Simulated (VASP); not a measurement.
Input of a VASP 6.6.1 run:

File INCAR:

```
SYSTEM = Hf3F2
PREC = Accurate
ENCUT = 600
EDIFF = 1E-6
ISMEAR = 0
SIGMA = 0.2
LREAL = .False.
LASPH = .True.
NELM = 120
ALGO = Normal
ISIF = 2
LWAVE = .False.
LCHARG = .True.
GGA = PE
LELF = .True.
LVHAR = .True.
NBANDS = 30
GGA_COMPAT = .False.
```

Contents of KPOINTS:

```
Automatic mesh
0
Gamma
  4 4 4
  0 0 0
```

The input POSCAR:

```
Hf3F2
1.0
    4.5317936283      0.0000000000      0.0000000000
    0.0000000000      4.5317936283      0.0000000000
    0.0000000000      0.0000000000      4.5317936283
Hf F
3 2
Direct
    0.0000000000      0.5000000000      0.5000000000
    0.5000000000      0.0000000000      0.5000000000
    0.5000000000      0.5000000000      0.0000000000
    0.5000000000      0.5000000000      0.5000000000
    0.0000000000      0.0000000000      0.0000000000
```

Potentials or basis: VASP PAW PBE potentials, release 64 (Hf_pv, F).

Launch:

```bash
$ cat potpaw_PBE.64/Hf_pv/POTCAR potpaw_PBE.64/F/POTCAR > POTCAR
$ mpirun -np 1 vasp_std > vasp.out
```

Task: What does it give for the pressure?

Result: -0.6 GPa.

Task: What does it give for the band gap on the k mesh?

Result: Zero (bands 22 and 23 overlap by 2.28 eV).

Caveat: spin-orbit coupling is left out, which moves the levels of the heavy elements.
